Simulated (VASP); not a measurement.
# W (Pm-3n) in VASP: single point with PBEsol

Aim: the single point of W with PBEsol.

Program: VASP 6.6.1. These are calculated values, not measurements. Logs are shortened: lines on timing, memory, paths and dates and some standing lists are left out, and cuts for length are marked.

## 1. The cell of the first run

It takes space group Pm-3n (No. 223, cubic). Conventional cell: a = 5.033 Å, b = 5.033 Å, c = 5.033 Å, α = 90.00°, β = 90.00°, γ = 90.00°. Within 3.7 Å of W (site symmetry m-3) lie 12 W at 2.81 Å. W (site symmetry -4m2) has 14 W at 2.52 to 3.08 Å within 3.3 Å.

## 2. Single point, PBEsol

Contents of INCAR:

```
PREC = Accurate ; ENCUT = 520
EDIFF = 1E-7 ; ISMEAR = -1
SIGMA = 0.1 ; LREAL = F
LASPH = T ; NELM = 60
ALGO = Normal ; ISIF = 2
LWAVE = F ; LCHARG = F
GGA = PS ; NBANDS = 66
```

Contents of KPOINTS:

```
Automatic mesh
0
Gamma
  6 6 6
```

Contents of POSCAR:

```
W
1.0
    5.0327812484      0.0000000000      0.0000000000
    0.0000000000      5.0327812484      0.0000000000
    0.0000000000      0.0000000000      5.0327812484
W
8
Direct
    0.0000000000      0.0000000000      0.0000000000
    0.5000000000      0.5000000000      0.5000000000
    0.0000000000      0.5000000000      0.2500000000
    0.0000000000      0.5000000000      0.7500000000
    0.2500000000      0.0000000000      0.5000000000
    0.7500000000      0.0000000000      0.5000000000
    0.5000000000      0.7500000000      0.0000000000
    0.5000000000      0.2500000000      0.0000000000
```

Potentials or basis: VASP PAW PBE potentials, release 64 (W_sv).

Command:

```bash
$ cat potpaw_PBE.64/W_sv/POTCAR > POTCAR
$ mpirun -np 1 vasp_std > vasp.out
```

OUTCAR:

```text
PREC = Accurate
   ENCUT = 520
   EDIFF = 1E-7
   ISMEAR = -1
   LREAL = F
   LASPH = T
   NELM = 60
   ISIF = 2
   GGA = PS

 ion  position               nearest neighbor table
   1  0.000  0.000  0.000-   3 2.81   4 2.81   5 2.81   6 2.81   7 2.81   8 2.81   5 2.81   6 2.81
                             3 2.81   4 2.81   7 2.81   8 2.81
   2  0.500  0.500  0.500-   3 2.81   4 2.81   5 2.81   6 2.81   7 2.81   8 2.81   7 2.81   8 2.81
                             5 2.81   6 2.81   3 2.81   4 2.81
   3  0.000  0.500  0.250-   4 2.52   4 2.52   1 2.81   2 2.81   1 2.81   2 2.81   8 3.08   5 3.08
                             6 3.08   5 3.08   6 3.08   7 3.08   7 3.08   8 3.08
   4  0.000  0.500  0.750-   3 2.52   3 2.52   1 2.81   2 2.81   1 2.81   2 2.81   8 3.08   5 3.08
                             6 3.08   5 3.08   6 3.08   7 3.08   7 3.08   8 3.08
   5  0.250  0.000  0.500-   6 2.52   6 2.52   1 2.81   1 2.81   2 2.81   2 2.81   8 3.08   4 3.08
                             7 3.08   8 3.08   3 3.08   3 3.08   4 3.08   7 3.08
   6  0.750  0.000  0.500-   5 2.52   5 2.52   1 2.81   1 2.81   2 2.81   2 2.81   8 3.08   4 3.08
                             7 3.08   8 3.08   3 3.08   3 3.08   4 3.08   7 3.08
   7  0.500  0.750  0.000-   8 2.52   8 2.52   1 2.81   2 2.81   2 2.81   1 2.81   3 3.08   4 3.08
                             5 3.08   6 3.08   5 3.08   6 3.08   3 3.08   4 3.08
   8  0.500  0.250  0.000-   7 2.52   7 2.52   1 2.81   2 2.81   2 2.81   1 2.81   3 3.08   4 3.08
                             5 3.08   6 3.08   5 3.08   6 3.08   3 3.08   4 3.08

  LATTYP: Found a simple cubic cell.
 ALAT       =     5.0327812484

  Lattice vectors:

 A1 = (   5.0327812484,   0.0000000000,   0.0000000000)
 A2 = (   0.0000000000,   5.0327812484,   0.0000000000)
 A3 = (   0.0000000000,   0.0000000000,   5.0327812484)

Analysis of symmetry for initial positions (statically):
=====================================================================
 Subroutine PRICEL returns:
 Original cell was already a primitive cell.

 Routine SETGRP: Setting up the symmetry group for a
 simple cubic supercell.

 Subroutine GETGRP returns: Found 48 space group operations
 (whereof 24 operations were pure point group operations)
 out of a pool of 48 trial point group operations.

The static configuration has the point symmetry T_h .
 The point group associated with its full space group is O_h .

Analysis of symmetry for dynamics (positions and initial velocities):
=====================================================================
 Subroutine PRICEL returns:
 Original cell was already a primitive cell.

 Routine SETGRP: Setting up the symmetry group for a
 simple cubic supercell.

 Subroutine GETGRP returns: Found 48 space group operations
 (whereof 24 operations were pure point group operations)
 out of a pool of 48 trial point group operations.

The dynamic configuration has the point symmetry T_h .
 The point group associated with its full space group is O_h .

 Subroutine INISYM returns: Found 48 space group operations
 (whereof 24 operations are pure point group operations),
 and found     1 'primitive' translations

----------------------------------------------------------------------------------------

                                     Primitive cell

  volume of cell :     127.4747

  direct lattice vectors                    reciprocal lattice vectors
     5.032781248  0.000000000  0.000000000     0.198697291  0.000000000  0.000000000
     0.000000000  5.032781248  0.000000000     0.000000000  0.198697291  0.000000000
     0.000000000  0.000000000  5.032781248     0.000000000  0.000000000  0.198697291

  length of vectors
     5.032781248  5.032781248  5.032781248     0.198697291  0.198697291  0.198697291

  position of ions in fractional coordinates (direct lattice)
     0.000000000  0.000000000  0.000000000
     0.500000000  0.500000000  0.500000000
     0.000000000  0.500000000  0.250000000
     0.000000000  0.500000000  0.750000000
     0.250000000  0.000000000  0.500000000
     0.750000000  0.000000000  0.500000000
     0.500000000  0.750000000  0.000000000
     0.500000000  0.250000000  0.000000000

  ion indices of the primitive-cell ions
   primitive index   ion index
                 1           1
                 2           2
                 3           3
                 4           4
                 5           5
                 6           6
                 7           7
                 8           8

----------------------------------------------------------------------------------------

 KPOINTS: Automatic mesh

Automatic generation of k-mesh.
 Grid dimensions read from file:
 generate k-points for:    6    6    6

 Generating k-lattice:

  Cartesian coordinates                     Fractional coordinates (reciprocal lattice)
     0.033116215  0.000000000  0.000000000     0.166666667  0.000000000  0.000000000
     0.000000000  0.033116215  0.000000000     0.000000000  0.166666667  0.000000000
     0.000000000  0.000000000  0.033116215     0.000000000  0.000000000  0.166666667

  Length of vectors
     0.033116215  0.033116215  0.033116215

  Shift w.r.t. Gamma in fractional coordinates (k-lattice)
     0.000000000  0.000000000  0.000000000

 Subroutine IBZKPT returns following result:
 ===========================================

 Found     20 irreducible k-points:

 Following reciprocal coordinates:
            Coordinates               Weight
  0.000000  0.000000  0.000000      1.000000
  0.166667  0.000000  0.000000      6.000000
  0.333333  0.000000  0.000000      6.000000
  0.500000  0.000000  0.000000      3.000000
  0.166667  0.166667  0.000000     12.000000
  0.333333  0.166667  0.000000     24.000000
[... 12 lines left out ...]
  0.500000  0.500000  0.333333      6.000000
  0.500000  0.500000  0.500000      1.000000
   k-points           NKPTS =     20   k-points in BZ     NKDIM =     20   number of bands    NBANDS=     66
   number of dos      NEDOS =    301   number of ions     NIONS =      8
   total plane-waves  NPLWV =  64000
   dimension x,y,z NGX =    40 NGY =   40 NGZ =   40
   dimension x,y,z NGXF=    80 NGYF=   80 NGZF=   80
   ions per type =               8
   NGX,Y,Z   is equivalent  to a cutoff of  13.21, 13.21, 13.21 a.u.
   NGXF,Y,Z  is equivalent  to a cutoff of  26.43, 26.43, 26.43 a.u.
 SYSTEM =  unknown system
   PREC   = accura    normal or accurate (medium, high low for compatibility)
   ISTART =      0    job   : 0-new  1-cont  2-samecut
   ICHARG =      2    charge: 1-file 2-atom 10-const
   ISPIN  =      1    spin polarized calculation?
   LNONCOLLINEAR =      F non collinear calculations
   LSORBIT =      F    spin-orbit coupling
   LASPH  =      T    aspherical Exc in radial PAW
   ENCUT  =  520.0 eV  38.22 Ry    6.18 a.u.   9.36  9.36  9.36*2*pi/ulx,y,z
   NELM   =     60;   NELMIN=  2; NELMDL= -5     # of ELM steps
   EDIFF  = 0.1E-06   stopping-criterion for ELM
   LREAL  =      F    real-space projection
   EDIFFG = 0.1E-05   stopping-criterion for IOM
   NSW    =      0    number of steps for IOM
   IBRION =     -1    ionic relax: 0-MD 1-quasi-New 2-CG
   NFREE  =      0    steps in history (QN), initial steepest desc. (CG)
   ISIF   =      2    stress and relaxation
   ISYM   =      2    0-nonsym 1-usesym 2-fastsym
   POTIM  = 0.5000    time-step for ionic-motion
   TEBEG  =    0.0;   TEEND  =   0.0 temperature during run
   PSTRESS=    0.0 pullay stress
   NELECT =     112.0000    total number of electrons
   NUPDOWN=      -1.0000    fix difference up-down
   EMIN   =  10.00;   EMAX   =-10.00  energy-range for DOS
   EFERMI =   0.00;   METHOD = LEGACY
   ISMEAR =    -1;   SIGMA  =   0.10  broadening in eV -4-tet -1-fermi 0-gaus
   EFERMI_NEDOS =   21; number of points for ismear=-14 and -15
   IALGO  =     38    algorithm
   IMIX   =      4    mixing-type and parameters
     AMIX     =   0.40;   BMIX     =  1.00
     AMIX_MAG =   1.60;   BMIX_MAG =  1.00
  volume/ion in A,a.u.               =      15.93       107.53
  Fermi-wavevector in a.u.,A,eV,Ry     =   1.567976  2.963045 33.450593  2.458549
  Thomas-Fermi vector in A             =   2.670076
   LORBIT       =      0    0 simple, 1 ext, 2 COOP (PROOUT), +10 PAW based schemes
   GGA     = PS    functional components
   LHFCALC =     F    Hartree Fock is set to
   AEXX    =    0.0000 exact exchange contribution
   IVDW    =     0    specifies the selected vdW correction
   LEPSILON=     F    determine dielectric tensor
   LRPA    =     F    only Hartree local field effects (RPA)
 non-spin polarized calculation
  energy-cutoff  :      520.00
  volume of cell :      127.47
 maximum number of plane-waves:      3468
 NGX is ok and might be reduce to    40
   NGX = 19   NGY = 19   NGZ = 19

 number of electron     111.9999961 magnetization

 Free energy of the ion-electron system (eV)
  ---------------------------------------------------
  ext. energy  EPLUGINS =         0.00000000
  ---------------------------------------------------
  free energy    TOTEN  =      -109.69747702 eV

  energy without entropy =     -109.59239549  energy(sigma->0) =     -109.64493625

 E-fermi :  10.9923     XC(G=0): -13.7172

 val. band max:       10.9880100710   @ k =   0.5000   0.1667   0.0000
 cond. band min:      11.0065640725   @ k =   0.3333   0.3333   0.0000
 fundamental gap:      0.0185540016
 Fermi energy:        10.9922641578

 k-point     1 :       0.0000    0.0000    0.0000
  band No.  band energies     occupation
      1     -63.0146      2.00000
      2     -62.9645      2.00000
      3     -62.9645      2.00000
      4     -62.8143      2.00000
      5     -62.8143      2.00000
      6     -62.8143      2.00000
[... 58 lines left out ...]
     65      12.8312      0.00000
     66      13.9804      0.00000

 k-point     2 :       0.1667    0.0000    0.0000
  band No.  band energies     occupation
      1     -63.0084      2.00000
      2     -62.9664      2.00000
      3     -62.9569      2.00000
      4     -62.8256      2.00000
      5     -62.8142      2.00000
      6     -62.8142      2.00000
[... 1300 lines left out ...]
     65      14.0529      0.00000
     66      14.0529      0.00000

------------------------ aborting loop because EDIFF is reached ----------------------------------------

  FORCE on cell =-STRESS in cart. coord.  units (eV):
  Direction    XX          YY          ZZ          XY          YZ          ZX
  --------------------------------------------------------------------------------------
  -------------------------------------------------------------------------------------
  Total        0.6077279      0.6077279      0.6077279      0.0000000     -0.0000000     -0.0000000
  in kB        7.6382798      7.6382798      7.6382798      0.0000000     -0.0000000     -0.0000000
  external PRESSURE =       7.6382798 kB  Pullay stress =       0.0000000 kB

 VOLUME and BASIS-vectors are now :
 -----------------------------------------------------------------------------
  energy-cutoff  :      520.00
  volume of cell :      127.47
      direct lattice vectors                 reciprocal lattice vectors
     5.032781248  0.000000000  0.000000000     0.198697291  0.000000000  0.000000000
     0.000000000  5.032781248  0.000000000     0.000000000  0.198697291  0.000000000
     0.000000000  0.000000000  5.032781248     0.000000000  0.000000000  0.198697291

 POSITION                                       TOTAL-FORCE (eV/Angst)
 -----------------------------------------------------------------------------------
      0.00000      0.00000      0.00000         0.000000      0.000000      0.000000
      2.51639      2.51639      2.51639         0.000000      0.000000      0.000000
      0.00000      2.51639      1.25820        -0.000000     -0.000000      0.000000
      0.00000      2.51639      3.77459        -0.000000     -0.000000      0.000000
      1.25820      0.00000      2.51639         0.000000      0.000000      0.000000
      3.77459      0.00000      2.51639        -0.000000     -0.000000     -0.000000
      2.51639      3.77459      0.00000        -0.000000      0.000000     -0.000000
      2.51639      1.25820      0.00000         0.000000     -0.000000     -0.000000
 -----------------------------------------------------------------------------------
    total drift:                               -0.000000     -0.000000      0.000000

  FREE ENERGIE OF THE ION-ELECTRON SYSTEM (eV)
  ---------------------------------------------------
  free  energy   TOTEN  =      -109.6974770195 eV

  energy  without entropy=     -109.5923954891  energy(sigma->0) =     -109.64493625
```

Wall time 2.5 min (1 thread of Intel Xeon Platinum 8375C at 2.90GHz (Ice Lake), shared host); peak memory 0.31 GiB.

Results:

```
Free energy            : -109.6975 eV
Pressure               : 0.8 GPa
Band gap on the k mesh : zero (band 56 reaches 11.35 eV, above the bottom of band 57 at 10.48 eV)
```

Levels at points of the mesh, in eV from the Fermi level:
```csv
k point,band 53,band 54,band 55,band 56,band 57,band 58,band 59,band 60
"(0.00, 0.00, 0.00)",-1.53,-1.53,-0.51,-0.51,-0.51,1.63,1.63,1.63
"(0.50, 0.00, 0.00)",-1.17,-1.17,-0.96,-0.96,0.53,0.53,0.79,0.79
"(0.50, 0.50, 0.00)",-1.31,-0.99,-0.99,0.26,0.26,0.29,0.55,1.02
"(0.50, 0.50, 0.50)",-1.40,-1.40,-1.40,-1.40,1.34,1.34,1.34,1.34
```

Caveat: the PAW data sets were made with another functional, which shifts forces and pressure a little; spin-orbit coupling is left out, which moves the levels of the heavy elements.
